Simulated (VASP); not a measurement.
# SnTe (zincblende type) (F-43m) in VASP: further runs

Runs on SnTe (zincblende type). Level: PBEsol. Tasks: single point.

Program: VASP 6.6.1. These are calculated values, not measurements. Logs are shortened: lines on timing, memory, paths and dates and some standing lists are left out, and cuts for length are marked.

### Step 1. The cell of the first run

Symmetry: F-43m, No. 216, cubic system. The conventional cell has a = 6.341 Å, b = 6.341 Å, c = 6.341 Å, α = 90.00°, β = 90.00°, γ = 90.00°. Within 3.6 Å of Sn (site symmetry -43m) lie 4 Te at 2.75 Å. Te (site symmetry -43m) has 4 Sn at 2.75 Å within 3.6 Å.

### Step 2. Single point, PBEsol (volume scaled by 0.72)

The input, INCAR:

```
PREC = Accurate ; ENCUT = 520
EDIFF = 1E-6 ; ISMEAR = -1
SIGMA = 0.1 ; LREAL = F
LASPH = T ; NELM = 60
ALGO = Normal ; ISIF = 2
LWAVE = F ; LCHARG = F
GGA = PS ; NBANDS = 17
```

The input, KPOINTS:

```
Automatic mesh
0
Gamma
  12 12 12
```

The input, POSCAR:

```
SnTe
1.0
    0.0000000000      3.1705867622      3.1705867622
    3.1705867622      0.0000000000      3.1705867622
    3.1705867622      3.1705867622      0.0000000000
Sn Te
1 1
Direct
    0.0000000000      0.0000000000      0.0000000000
    0.2500000000      0.2500000000      0.2500000000
```

Potentials or basis: VASP PAW PBE potentials, release 64 (Sn_d, Te).

Run with:

```
$ cat potpaw_PBE.64/Sn_d/POTCAR potpaw_PBE.64/Te/POTCAR > POTCAR
$ mpirun -np 1 vasp_std > vasp.out
```

OUTCAR:

```text
PREC = Accurate
   ENCUT = 520
   EDIFF = 1E-6
   ISMEAR = -1
   LREAL = F
   LASPH = T
   NELM = 60
   ISIF = 2
   GGA = PS

 ion  position               nearest neighbor table
   1  0.000  0.000  0.000-   2 2.75   2 2.75   2 2.75   2 2.75
   2  0.250  0.250  0.250-   1 2.75   1 2.75   1 2.75   1 2.75

  LATTYP: Found a face centered cubic cell.
 ALAT       =     6.3411735244

  Lattice vectors:

 A1 = (   0.0000000000,   3.1705867622,   3.1705867622)
 A2 = (   3.1705867622,   0.0000000000,   3.1705867622)
 A3 = (   3.1705867622,   3.1705867622,   0.0000000000)

Analysis of symmetry for initial positions (statically):
=====================================================================
 Subroutine PRICEL returns:
 Original cell was already a primitive cell.

 Routine SETGRP: Setting up the symmetry group for a
 face centered cubic supercell.

 Subroutine GETGRP returns: Found 24 space group operations
 (whereof 24 operations were pure point group operations)
 out of a pool of 48 trial point group operations.

The static configuration has the point symmetry T_d .

Analysis of symmetry for dynamics (positions and initial velocities):
=====================================================================
 Subroutine PRICEL returns:
 Original cell was already a primitive cell.

 Routine SETGRP: Setting up the symmetry group for a
 face centered cubic supercell.

 Subroutine GETGRP returns: Found 24 space group operations
 (whereof 24 operations were pure point group operations)
 out of a pool of 48 trial point group operations.

The dynamic configuration has the point symmetry T_d .

 Subroutine INISYM returns: Found 24 space group operations
 (whereof 24 operations are pure point group operations),
 and found     1 'primitive' translations

----------------------------------------------------------------------------------------

                                     Primitive cell

  volume of cell :      63.7454

  direct lattice vectors                    reciprocal lattice vectors
     0.000000000  3.170586762  3.170586762    -0.157699517  0.157699517  0.157699517
     3.170586762  0.000000000  3.170586762     0.157699517 -0.157699517  0.157699517
     3.170586762  3.170586762  0.000000000     0.157699517  0.157699517 -0.157699517

  length of vectors
     4.483886800  4.483886800  4.483886800     0.273143575  0.273143575  0.273143575

  position of ions in fractional coordinates (direct lattice)
     0.000000000  0.000000000  0.000000000
     0.250000000  0.250000000  0.250000000

  ion indices of the primitive-cell ions
   primitive index   ion index
                 1           1
                 2           2

----------------------------------------------------------------------------------------

 KPOINTS: Automatic mesh

Automatic generation of k-mesh.
 Grid dimensions read from file:
 generate k-points for:   12   12   12

 Generating k-lattice:

  Cartesian coordinates                     Fractional coordinates (reciprocal lattice)
    -0.013141626  0.013141626  0.013141626     0.083333333  0.000000000  0.000000000
     0.013141626 -0.013141626  0.013141626     0.000000000  0.083333333  0.000000000
     0.013141626  0.013141626 -0.013141626     0.000000000  0.000000000  0.083333333

  Length of vectors
     0.022761965  0.022761965  0.022761965

  Shift w.r.t. Gamma in fractional coordinates (k-lattice)
     0.000000000  0.000000000  0.000000000

 Subroutine IBZKPT returns following result:
 ===========================================

 Found     72 irreducible k-points:

 Following reciprocal coordinates:
            Coordinates               Weight
  0.000000  0.000000  0.000000      1.000000
  0.083333  0.000000  0.000000      8.000000
  0.166667  0.000000  0.000000      8.000000
  0.250000  0.000000  0.000000      8.000000
  0.333333  0.000000  0.000000      8.000000
  0.416667  0.000000  0.000000      8.000000
[... 16 lines left out ...]
  0.500000  0.166667  0.000000     24.000000
 -0.416667  0.166667  0.000000     24.000000
 [... further k-points ...]
   k-points           NKPTS =     72   k-points in BZ     NKDIM =     72   number of bands    NBANDS=     17
   number of dos      NEDOS =    301   number of ions     NIONS =      2
   total plane-waves  NPLWV =  46656
   dimension x,y,z NGX =    36 NGY =   36 NGZ =   36
   dimension x,y,z NGXF=    72 NGYF=   72 NGZF=   72
   ions per type =               1   1
   NGX,Y,Z   is equivalent  to a cutoff of  13.35, 13.35, 13.35 a.u.
   NGXF,Y,Z  is equivalent  to a cutoff of  26.69, 26.69, 26.69 a.u.
 SYSTEM =  unknown system
   PREC   = accura    normal or accurate (medium, high low for compatibility)
   ISTART =      0    job   : 0-new  1-cont  2-samecut
   ICHARG =      2    charge: 1-file 2-atom 10-const
   ISPIN  =      1    spin polarized calculation?
   LNONCOLLINEAR =      F non collinear calculations
   LSORBIT =      F    spin-orbit coupling
   LASPH  =      T    aspherical Exc in radial PAW
   ENCUT  =  520.0 eV  38.22 Ry    6.18 a.u.   8.34  8.34  8.34*2*pi/ulx,y,z
   NELM   =     60;   NELMIN=  2; NELMDL= -5     # of ELM steps
   EDIFF  = 0.1E-05   stopping-criterion for ELM
   LREAL  =      F    real-space projection
   EDIFFG = 0.1E-04   stopping-criterion for IOM
   NSW    =      0    number of steps for IOM
   IBRION =     -1    ionic relax: 0-MD 1-quasi-New 2-CG
   NFREE  =      0    steps in history (QN), initial steepest desc. (CG)
   ISIF   =      2    stress and relaxation
   ISYM   =      2    0-nonsym 1-usesym 2-fastsym
   POTIM  = 0.5000    time-step for ionic-motion
   TEBEG  =    0.0;   TEEND  =   0.0 temperature during run
   PSTRESS=    0.0 pullay stress
   NELECT =      20.0000    total number of electrons
   NUPDOWN=      -1.0000    fix difference up-down
   EMIN   =  10.00;   EMAX   =-10.00  energy-range for DOS
   EFERMI =   0.00;   METHOD = LEGACY
   ISMEAR =    -1;   SIGMA  =   0.10  broadening in eV -4-tet -1-fermi 0-gaus
   EFERMI_NEDOS =   21; number of points for ismear=-14 and -15
   IALGO  =     38    algorithm
   IMIX   =      4    mixing-type and parameters
     AMIX     =   0.40;   BMIX     =  1.00
     AMIX_MAG =   1.60;   BMIX_MAG =  1.00
  volume/ion in A,a.u.               =      31.87       215.09
  Fermi-wavevector in a.u.,A,eV,Ry     =   1.112419  2.102168 16.836893  1.237477
  Thomas-Fermi vector in A             =   2.248993
   LORBIT       =      0    0 simple, 1 ext, 2 COOP (PROOUT), +10 PAW based schemes
   GGA     = PS    functional components
   LHFCALC =     F    Hartree Fock is set to
   AEXX    =    0.0000 exact exchange contribution
   IVDW    =     0    specifies the selected vdW correction
   LEPSILON=     F    determine dielectric tensor
   LRPA    =     F    only Hartree local field effects (RPA)
 non-spin polarized calculation
  energy-cutoff  :      520.00
  volume of cell :       63.75
 maximum number of plane-waves:      1759
 NGX is ok and might be reduce to    36
   NGX = 17   NGY = 17   NGZ = 17

 number of electron      20.0000001 magnetization

 Free energy of the ion-electron system (eV)
  ---------------------------------------------------
  ext. energy  EPLUGINS =         0.00000000
  ---------------------------------------------------
  free energy    TOTEN  =        -6.68347445 eV

  energy without entropy =       -6.65468952  energy(sigma->0) =       -6.66908198

 E-fermi :   6.9888     XC(G=0):  -9.3583

 val. band max:        6.9562731218   @ k =   0.3333   0.2500   0.0000
 cond. band min:       7.0077846977   @ k =   0.2500   0.1667   0.0000
 fundamental gap:      0.0515115758
 Fermi energy:         6.9887751719

 k-point     1 :       0.0000    0.0000    0.0000
  band No.  band energies     occupation
      1     -15.0507      2.00000
      2     -15.0507      2.00000
      3     -15.0507      2.00000
      4     -14.9933      2.00000
      5     -14.9933      2.00000
      6      -7.1160      2.00000
[... 9 lines left out ...]
     16      13.5070      0.00000
     17      14.4427      0.00000

 k-point     2 :       0.0833    0.0000    0.0000
  band No.  band energies     occupation
      1     -15.0516      2.00000
      2     -15.0501      2.00000
      3     -15.0501      2.00000
      4     -14.9933      2.00000
      5     -14.9933      2.00000
      6      -7.0580      2.00000
[... 9 lines left out ...]
     16      13.0780      0.00000
     17      14.1677      0.00000

 k-point     3 :       0.1667    0.0000    0.0000
  band No.  band energies     occupation
      1     -15.0541      2.00000
      2     -15.0483      2.00000
      3     -15.0483      2.00000
      4     -14.9933      2.00000
      5     -14.9933      2.00000
      6      -6.8895      2.00000
[... 9 lines left out ...]
     16      12.6510      0.00000
     17      13.8672      0.00000

 k-point     4 :       0.2500    0.0000    0.0000
  band No.  band energies     occupation
      1     -15.0574      2.00000
      2     -15.0460      2.00000
      3     -15.0460      2.00000
      4     -14.9933      2.00000
      5     -14.9933      2.00000
      6      -6.6291      2.00000
[... 9 lines left out ...]
     16      12.5897      0.00000
     17      14.4539      0.00000

 k-point     5 :       0.3333    0.0000    0.0000
  band No.  band energies     occupation
      1     -15.0608      2.00000
      2     -15.0438      2.00000
      3     -15.0438      2.00000
      4     -14.9931      2.00000
      5     -14.9931      2.00000
      6      -6.3190      2.00000
[... 9 lines left out ...]
     16      12.9803      0.00000
     17      15.5163      0.00000

 k-point     6 :       0.4167    0.0000    0.0000
  band No.  band energies     occupation
      1     -15.0633      2.00000
      2     -15.0422      2.00000
      3     -15.0422      2.00000
      4     -14.9929      2.00000
      5     -14.9929      2.00000
      6      -6.0429      2.00000
[... 9 lines left out ...]
     16      13.7434      0.00000
     17      15.3096      0.00000

 k-point     7 :       0.5000    0.0000    0.0000
  band No.  band energies     occupation
      1     -15.0642      2.00000
      2     -15.0417      2.00000
      3     -15.0417      2.00000
      4     -14.9928      2.00000
      5     -14.9928      2.00000
      6      -5.9263      2.00000
[... 9 lines left out ...]
     16      14.3879      0.00000
     17      14.5409      0.00000

 k-point     8 :       0.0833    0.0833    0.0000
  band No.  band energies     occupation
      1     -15.0527      2.00000
      2     -15.0495      2.00000
      3     -15.0495      2.00000
      4     -14.9936      2.00000
      5     -14.9930      2.00000
      6      -7.0386      2.00000
[... 9 lines left out ...]
     16      13.5846      0.00000
     17      14.6294      0.00000
[... 203 lines left out ...]
      1     -15.0580      2.00000
      2     -15.0460      2.00000
      3     -15.0460      2.00000
      4     -14.9948      2.00000
      5     -14.9922      2.00000
      6      -6.8116      2.00000
[... 9 lines left out ...]
     16      13.8169      0.00000
     17      15.1883      0.00000

 k-point    20 :       0.2500    0.1667    0.0000
  band No.  band energies     occupation
      1     -15.0612      2.00000
      2     -15.0439      2.00000
      3     -15.0436      2.00000
      4     -14.9954      2.00000
      5     -14.9918      2.00000
      6      -6.6147      2.00000
[... 9 lines left out ...]
     16      13.7987      0.00000
     17      15.1084      0.00000

 k-point    21 :       0.3333    0.1667    0.0000
  band No.  band energies     occupation
      1     -15.0640      2.00000
      2     -15.0421      2.00000
      3     -15.0413      2.00000
      4     -14.9956      2.00000
      5     -14.9915      2.00000
      6      -6.3410      2.00000
[... 9 lines left out ...]
     16      13.9614      0.00000
     17      15.3853      0.00000

 k-point    22 :       0.4167    0.1667    0.0000
  band No.  band energies     occupation
      1     -15.0660      2.00000
      2     -15.0408      2.00000
      3     -15.0396      2.00000
      4     -14.9954      2.00000
      5     -14.9916      2.00000
      6      -6.0437      2.00000
[... 9 lines left out ...]
     16      14.4809      0.00000
     17      15.3630      0.00000

 k-point    23 :       0.5000    0.1667    0.0000
  band No.  band energies     occupation
      1     -15.0668      2.00000
      2     -15.0401      2.00000
      3     -15.0390      2.00000
      4     -14.9947      2.00000
      5     -14.9920      2.00000
      6      -5.8203      2.00000
[... 9 lines left out ...]
     16      14.4784      0.00000
     17      14.9048      0.00000

 k-point    24 :      -0.4167    0.1667    0.0000
  band No.  band energies     occupation
      1     -15.0664      2.00000
      2     -15.0400      2.00000
      3     -15.0394      2.00000
      4     -14.9939      2.00000
      5     -14.9928      2.00000
      6      -5.7868      2.00000
[... 9 lines left out ...]
     16      13.9131      0.00000
     17      15.8115      0.00000

 [... further k-points ...]
[... 5 lines left out ...]
  --------------------------------------------------------------------------------------
  -------------------------------------------------------------------------------------
  Total        6.3679028      6.3679028      6.3679028     -0.0000000      0.0000000      0.0000000
  in kB      160.0508870    160.0508870    160.0508870     -0.0000000      0.0000000      0.0000000
  external PRESSURE =     160.0508870 kB  Pullay stress =       0.0000000 kB

 VOLUME and BASIS-vectors are now :
 -----------------------------------------------------------------------------
  energy-cutoff  :      520.00
  volume of cell :       63.75
      direct lattice vectors                 reciprocal lattice vectors
     0.000000000  3.170586762  3.170586762    -0.157699517  0.157699517  0.157699517
     3.170586762  0.000000000  3.170586762     0.157699517 -0.157699517  0.157699517
     3.170586762  3.170586762  0.000000000     0.157699517  0.157699517 -0.157699517

 POSITION                                       TOTAL-FORCE (eV/Angst)
 -----------------------------------------------------------------------------------
      0.00000      0.00000      0.00000        -0.000000     -0.000000     -0.000000
      1.58529      1.58529      1.58529         0.000000      0.000000      0.000000
 -----------------------------------------------------------------------------------
    total drift:                               -0.000000     -0.000000     -0.000000

  FREE ENERGIE OF THE ION-ELECTRON SYSTEM (eV)
  ---------------------------------------------------
  free  energy   TOTEN  =        -6.6834744517 eV

  energy  without entropy=       -6.6546895175  energy(sigma->0) =       -6.66908198
```

It took 24 s on 1 thread of Intel Xeon 6975P-C (Granite Rapids), shared host; peak memory 0.25 GiB.

Results:

```yaml
Free_energy: -6.6835 eV
Pressure: 16.0 GPa
Band_gap_on_the_k_mesh: zero (band 10 reaches 7.74 eV, above the bottom of band 11 at 6.15 eV)
```

Caveat: the PAW data sets were made with another functional, which shifts forces and pressure a little; spin-orbit coupling is left out, which moves the levels of the heavy elements.

### Step 3. Single point, PBEsol (volume scaled by 0.72)

The input, INCAR:

```
SYSTEM = SnTe
  PREC = Accurate
  ENCUT = 520
  EDIFF = 1E-7
  ISMEAR = -1
  SIGMA = 0.1
  LREAL = .FALSE.
  LASPH = .TRUE.
  NELM = 80
  ALGO = Normal
  ISIF = 2
  LWAVE = .FALSE.
  LCHARG = .FALSE.
  GGA = PS
  NBANDS = 17
```

The input, KPOINTS:

```
regular mesh
0
G
  12 12 12
  0 0 0
```

POSCAR is that of step 2.

Potentials or basis: VASP PAW PBE potentials, release 64 (Sn_d, Te).

Run with:

```
$ cat potpaw_PBE.64/Sn_d/POTCAR potpaw_PBE.64/Te/POTCAR > POTCAR
$ mpirun -np 1 vasp_std > vasp.out
```

It took 27 s on 1 thread of Intel Xeon 6975P-C (Granite Rapids), shared host; peak memory 0.25 GiB.

The run converged. Its results:

* Free energy: -6.6835 eV
* Pressure: 16.1 GPa
* Band gap on the k mesh: zero (band 10 reaches 7.74 eV, above the bottom of band 11 at 6.15 eV)

Levels at points of the mesh, in eV from the Fermi level:
| k point | band 7 | band 8 | band 9 | band 10 | band 11 | band 12 | band 13 | band 14 |
| --- | --- | --- | --- | --- | --- | --- | --- | --- |
| (0.00, 0.00, 0.00) | -3.78 | -2.87 | -2.87 | -2.87 | 0.61 | 0.61 | 0.61 | 3.88 |
| (0.50, 0.00, 0.00) | -8.59 | -3.77 | -3.77 | -2.29 | 1.60 | 1.60 | 4.35 | 6.01 |
| (0.50, 0.50, 0.00) | -9.03 | -4.89 | -4.89 | -1.06 | -0.84 | 5.59 | 5.59 | 6.45 |

Caveat: the PAW data sets were made with another functional, which shifts forces and pressure a little; spin-orbit coupling is left out, which moves the levels of the heavy elements.

### Step 4. Single point, PBEsol (volume scaled by 0.8)

The input, INCAR:

```
PREC = Accurate
ENCUT = 520
EDIFF = 1E-6
ISMEAR = -1
SIGMA = 0.1
LREAL = F
LASPH = T
NELM = 80
ALGO = Normal
ISIF = 2
LWAVE = F
LCHARG = F
GGA = PS
NBANDS = 17
```

The input, KPOINTS:

```
regular mesh
0
Gamma
  12 12 12
```

The input, POSCAR:

```
SnTe
1.0
    0.0000000000      3.2839167502      3.2839167502
    3.2839167502      0.0000000000      3.2839167502
    3.2839167502      3.2839167502      0.0000000000
Sn Te
1 1
Direct
    0.0000000000      0.0000000000      0.0000000000
    0.2500000000      0.2500000000      0.2500000000
```

Run with:

```
$ cat potpaw_PBE.64/Sn_d/POTCAR potpaw_PBE.64/Te/POTCAR > POTCAR
$ mpirun -np 1 vasp_std > vasp.out
```

It took 27 s on 1 thread of Intel Xeon 6975P-C (Granite Rapids), shared host; peak memory 0.25 GiB.

The run converged. Its results:

| Quantity | Value |
| --- | --- |
| Free energy | -7.2220 eV |
| Pressure | 8.8 GPa |
| Band gap on the k mesh | zero (band 10 reaches 6.29 eV, above the bottom of band 11 at 5.22 eV) |

Levels at points of the mesh, in eV from the Fermi level:
```tsv
k point	band 6	band 7	band 8	band 9	band 10	band 11	band 12	band 13	band 14	band 15
(0.00, 0.00, 0.00)	-13.29	-4.23	-2.61	-2.61	-2.61	0.76	0.76	0.76	3.91	6.49
(0.50, 0.00, 0.00)	-12.32	-8.02	-3.39	-3.39	-2.28	1.70	1.70	4.30	5.69	7.06
(0.50, 0.50, 0.00)	-11.89	-8.47	-4.36	-4.36	-0.91	-0.54	5.09	5.09	6.02	7.57
```

Caveat: the PAW data sets were made with another functional, which shifts forces and pressure a little; spin-orbit coupling is left out, which moves the levels of the heavy elements.
